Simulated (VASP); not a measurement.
Wanted: the native input for a VASP 6.6.1 run.

```
Task                   : single point
Functional             : PBEsol
Potentials or basis    : VASP PAW PBE potentials, release 64 (Co)
Cutoff                 : 520 eV
k mesh                 : 18 × 18 × 10
Occupations            : gaussian, width 0.1 eV
Spin                   : collinear spin, ferromagnetic start
Starting moments       : [1.8, 1.8] μB
Dipole correction      : no
Further INCAR settings : ALGO = Fast; EDIFF = 1e-06; NBANDS = 20
```

The structure of Co lies in POSCAR:

```
Co
1.0
    2.4318085220      0.0000000000      0.0000000000
   -1.2159042610      2.1060079572      0.0000000000
    0.0000000000      0.0000000000      3.9286401622
Co
2
Direct
    0.3333333333      0.6666666667      0.2500000000
    0.6666666667      0.3333333333      0.7500000000
```

This cell differs from its parent crystal: volume scaled by 0.97, then relaxed in part.

These files were run (other wordings do the same):

INCAR

```
PREC = Accurate ; ENCUT = 520
EDIFF = 1E-6 ; ISMEAR = 0
SIGMA = 0.1 ; LREAL = False
LASPH = True ; NELM = 150
ALGO = Fast ; ISIF = 2
LWAVE = False ; LCHARG = False
ISPIN = 2 ; MAGMOM = 1.8 1.8
LORBIT = 11 ; LMAXMIX = 4
GGA = PS ; NBANDS = 20
```

KPOINTS

```
Automatic mesh
0
Gamma
  18 18 10
```

Potentials or basis: VASP PAW PBE potentials, release 64 (Co).

The run is started by

```sh
$ cat potpaw_PBE.64/Co/POTCAR > POTCAR
$ mpirun -np 1 vasp_std > vasp.out
```

Results of the run:

```
Pressure                                              : 7.0 GPa
Net moment                                            : 3.10 μB per cell
Site moments                                          : Co +1.55 μB
Valence electrons inside the program's atomic spheres : Co 8.43
```

Caveat: the PAW data sets were made with another functional, which shifts forces and pressure a little.

Run time: 76 s on 1 thread of Intel(R) Xeon(R) 6975P-C (Granite Rapids), with other jobs on the host, peak memory 0.23 GiB.
